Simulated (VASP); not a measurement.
Wanted: the native input for a VASP 6.6.1 run.

* Task: single point
* Functional: PBEsol
* Potentials or basis: VASP PAW PBE potentials, release 64 (Al, N)
* Cutoff: 520 eV
* k mesh: 9 × 9 × 6
* Occupations: gaussian, width 0.01 eV
* Spin: no spin polarisation
* Dipole correction: no
* Further INCAR settings: ALGO = Normal; EDIFF = 1e-06; NBANDS = 16

The structure of AlN (sol) lies in POSCAR:

```
AlN
1.0
    3.1135756617      0.0000000000      0.0000000000
   -1.5567878308      2.6964356196      0.0000000000
    0.0000000000      0.0000000000      4.9831268447
Al N
2 2
Direct
    0.3333333333      0.6666666667     -0.0531006174
    0.6666666667      0.3333333333      0.4468993826
    0.3333333333      0.6666666667      0.4351006174
    0.6666666667      0.3333333333      0.9351006174
```

The input as run:

INCAR

```
SYSTEM = AlN
PREC = Accurate
ENCUT = 520
EDIFF = 1E-6
ISMEAR = 0
SIGMA = 0.01
LREAL = .False.
LASPH = .True.
NELM = 60
ALGO = Normal
ISIF = 2
LWAVE = .False.
LCHARG = .False.
GGA = PS
NBANDS = 16
```

KPOINTS

```
regular mesh
0
Gamma
  9 9 6
  0 0 0
```

Potentials or basis: VASP PAW PBE potentials, release 64 (Al, N).

Launch:

```console
$ cat potpaw_PBE.64/Al/POTCAR potpaw_PBE.64/N/POTCAR > POTCAR
$ mpirun -np 1 vasp_std > vasp.out
```

It gave:

```
Pressure               : 8.4 GPa
Largest force          : 0.351 eV/Å
Band gap on the k mesh : 2.67 eV, direct
```

Caveat: the PAW data sets were made with another functional, which shifts forces and pressure a little.

Wall time 15 s on 1 thread of AMD EPYC 9R14 (Zen 4), with other jobs on the host, peak memory 0.14 GiB.
